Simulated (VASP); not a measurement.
# PbO2 (R-3m) in VASP: a series of runs, part 2 of 2

VASP 6.6.1. The steps go on from the part before.

## Step 4: Relaxation of shape and atoms at fixed volume, PBE (volume scaled by 1.070)

INCAR reads:

```
PREC = Accurate
ENCUT = 600
EDIFF = 1E-6
ISMEAR = 0
SIGMA = 0.05
LREAL = F
LASPH = T
NELM = 60
ALGO = Normal
ISIF = 4
LWAVE = F
LCHARG = F
GGA = PE
IBRION = 2
NSW = 60
EDIFFG = -0.01
```

KPOINTS reads:

```
regular mesh
0
Gamma
  12 12 12
```

POSCAR reads:

```
PbO2
1.0
    1.7362368549      1.0024168156      4.6877956705
   -1.7362368549      1.0024168156      4.6877956705
    0.0000000000     -2.0048336311      4.6877956705
Pb O
1 2
Direct
    0.0000000000      0.0000000000      0.0000000000
    0.2583424410      0.2583424410      0.2583424410
    0.7416575590      0.7416575590      0.7416575590
```

Potentials or basis: VASP PAW PBE potentials, release 64 (Pb_d, O).

On the command line:

```bash
$ cat potpaw_PBE.64/Pb_d/POTCAR potpaw_PBE.64/O/POTCAR > POTCAR
$ mpirun -np 1 vasp_std > vasp.out
```

OUTCAR:

```text
PREC = Accurate
   ENCUT = 600
   EDIFF = 1E-6
   ISMEAR = 0
   LREAL = F
   LASPH = T
   NELM = 60
   ISIF = 4
   GGA = PE
   IBRION = 2
   NSW = 60
   EDIFFG = -0.01

 ion  position               nearest neighbor table
   1  0.000  0.000  0.000-   3 2.27   3 2.27   2 2.27   2 2.27   3 2.27   2 2.27
   2  0.258  0.258  0.258-   1 2.27   1 2.27   1 2.27
   3  0.742  0.742  0.742-   1 2.27   1 2.27   1 2.27

  LATTYP: Found a trigonal (rhomboedric) cell.
 ALAT       =     5.0985082266
 COS(alpha) =     0.7680674578

  Lattice vectors:

 A1 = (   1.7362368549,   1.0024168156,   4.6877956705)
 A2 = (  -1.7362368549,   1.0024168156,   4.6877956705)
 A3 = (   0.0000000000,  -2.0048336311,   4.6877956705)

Analysis of symmetry for initial positions (statically):
=====================================================================
 Subroutine PRICEL returns:
 Original cell was already a primitive cell.

 Routine SETGRP: Setting up the symmetry group for a
 trigonal (rhombohedral) supercell.

 Subroutine GETGRP returns: Found 12 space group operations
 (whereof 12 operations were pure point group operations)
[... 171 lines left out ...]

  FORCE on cell =-STRESS in cart. coord.  units (eV):
  Direction    XX          YY          ZZ          XY          YZ          ZX
  --------------------------------------------------------------------------------------
  -------------------------------------------------------------------------------------
  Total       -1.0989293     -1.0989293     -0.6579013      0.0000000     -0.0000000      0.0000000
  in kB      -35.9669067    -35.9669067    -21.5324832      0.0000000     -0.0000000      0.0000000
  external PRESSURE =     -31.1554322 kB  Pullay stress =       0.0000000 kB
[... 172 lines left out ...]
--------------------------------------- Ionic step        6  -------------------------------------------

 number of electron      26.0000005 magnetization

 Free energy of the ion-electron system (eV)
  ---------------------------------------------------
  ext. energy  EPLUGINS =         0.00000000
  ---------------------------------------------------
  free energy    TOTEN  =       -15.67848797 eV

  energy without entropy =      -15.67848797  energy(sigma->0) =      -15.67848797

 E-fermi :   2.7774     XC(G=0):  -9.7256

 val. band max:        2.5760445258   @ k =   0.5000   0.5000  -0.0000
 cond. band min:       2.9729838438   @ k =   0.0000   0.0000   0.0000
 fundamental gap:      0.3969393180
 Fermi energy:         2.7774409228

 k-point     1 :       0.0000    0.0000    0.0000
  band No.  band energies     occupation
      1     -15.2405      2.00000
      2     -13.3720      2.00000
      3     -12.7481      2.00000
      4     -12.7481      2.00000
      5     -12.4829      2.00000
      6     -12.4570      2.00000
[... 457 lines left out ...]
      4     -12.4501      2.00000
      5     -12.4212      2.00000
      6     -11.9787      2.00000
[... 9 lines left out ...]
     16      11.3160      0.00000
     17      12.8252      0.00000

 [... further k-points ...]
[... 5 lines left out ...]
  --------------------------------------------------------------------------------------
  -------------------------------------------------------------------------------------
  Total       -0.2274276     -0.2274276     -0.2320069      0.0000000     -0.0000000      0.0000000
  in kB       -7.4434896     -7.4434896     -7.5933636      0.0000000     -0.0000000      0.0000000
  external PRESSURE =      -7.4934476 kB  Pullay stress =       0.0000000 kB
[... 18 lines left out ...]
  FREE ENERGIE OF THE ION-ELECTRON SYSTEM (eV)
  ---------------------------------------------------
  free  energy   TOTEN  =       -15.6784879720 eV

  energy  without entropy=      -15.6784879720  energy(sigma->0) =      -15.67848797

 reached required accuracy - stopping structural energy minimisation
```

CONTCAR:

```text
PbO2
   1.00000000000000
     1.7201309289709028    0.9931180549257488    4.7759921621976957
    -1.7201309289709028    0.9931180549257488    4.7759921621976957
     0.0000000000000000   -1.9862361097564234    4.7759921621985519
  Pb              O
     1     2
Direct
     0.0000000000000000    0.0000000000000000    0.0000000000000000
     0.2600415484669424    0.2600415484669424    0.2600415484669413
     0.7399584515330575    0.7399584515330575    0.7399584515330587

  0.00000000E+00  0.00000000E+00  0.00000000E+00
  0.00000000E+00  0.00000000E+00  0.00000000E+00
  0.00000000E+00  0.00000000E+00  0.00000000E+00
```

Run time: 19 min. Hardware: 1 thread of Intel Xeon Platinum 8259CL at 2.50GHz (Skylake/Cascade Lake), shared host; peak memory 0.4 GiB.

What came out:

| Quantity | Value |
| --- | --- |
| Free energy | -15.6785 eV |
| Energy gained by relaxing | 2.9 meV/atom |
| Ionic steps | 6 |
| Pressure after relaxing | -0.7 GPa |
| Band gap on the k mesh | 0.40 eV, indirect (least direct gap 0.54 eV) |

Forces on the atoms (eV/Å):
```
Pb   0.000  0.000  0.000
O    0.000  0.000  0.002
O    0.000  0.000 -0.002
```

Step by step:
```tsv
step	energy change (eV)	largest force (eV/Å)	pressure (GPa)	volume (Å³)
1	0.0000	0.1840	-3.12	48.95
2	-0.0045	0.1138	-2.38	48.95
3	-0.0083	0.0486	-0.75	48.95
4	-0.0084	0.0358	-0.88	48.95
5	-0.0087	0.0145	-0.80	48.95
6	-0.0088	0.0021	-0.75	48.95
```

Final structure:
```
Pb O
1.0
     1.72013    0.99312    4.77599
    -1.72013    0.99312    4.77599
     0.00000   -1.98624    4.77599
Pb O
1 2
Direct
  0.00000 0.00000 0.00000
  0.26004 0.26004 0.26004
  0.73996 0.73996 0.73996
```

Caveat: the cell differs from its parent crystal (volume scaled by 1.070); spin-orbit coupling is left out, which moves the levels of the heavy elements. A k mesh can miss the band edges.

## Step 5: Summary

```csv
task,cell,cutoff (eV),gap on the mesh (eV),pressure (GPa)
single point,"a = 4.961 Å, angles 40.6°, 3 atoms",520,0.20,0.0
relaxation of shape and atoms at fixed volume,"relaxed from a = 4.993 Å, angles 40.6°, 3 atoms",600,0.27,-0.6
relaxation of shape and atoms at fixed volume,"relaxed from a = 5.099 Å, angles 39.8°, 3 atoms",600,0.40,-0.7
```

Alike in all rows: level PBE; potentials or basis VASP PAW PBE potentials, release 64 (Pb_d, O); no spin polarisation; k mesh 12 × 12 × 12; smearing gaussian 0.05 eV.

Caveats: spin-orbit coupling is left out, which moves the levels of the heavy elements.

Total energies depend on the potentials used, so only differences within one code and one set of settings carry meaning.
